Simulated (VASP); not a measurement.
Here is a VASP 6.6.1 calculation.

File INCAR:

```
SYSTEM = Mg
ALGO = Normal
EDIFF = 1E-8
ENCUT = 520
GGA = PE
ISIF = 2
ISMEAR = -1
LASPH = .TRUE.
LCHARG = .FALSE.
LEFG = .TRUE.
LREAL = .FALSE.
LWAVE = .FALSE.
NBANDS = 7
NELM = 80
PREC = Accurate
SIGMA = 0.03
```

The input KPOINTS:

```
k-points
0
G
  16 16 16
  0 0 0
```

POSCAR

```
Mg
1.0
    0.0448851200      2.2666985600      2.2666985600
    2.2666985600      0.0448851200      2.2666985600
    2.2666985600      2.2666985600      0.0448851200
Mg
1
Direct
    0.0000000000      0.0000000000      0.0000000000
```

Potentials or basis: VASP PAW PBE potentials, release 64 (Mg).

Command:

```bash
$ cat potpaw_PBE.64/Mg/POTCAR > POTCAR
$ mpirun -np 1 vasp_std > vasp.out
```

(1) Estimate the pressure.

(2) What does it give for the band gap on the k mesh?

## Answers

(1) 0.8 GPa.

(2) zero (band 1 reaches 4.11 eV, above the bottom of band 2 at 1.14 eV).

Caveat: the cell differs from its parent crystal (equal xy, yz and zx shear strains of +2 %); without QUAD_EFG the Cq values of the log hold for a quadrupole moment of 1 mb, not for the nuclei.
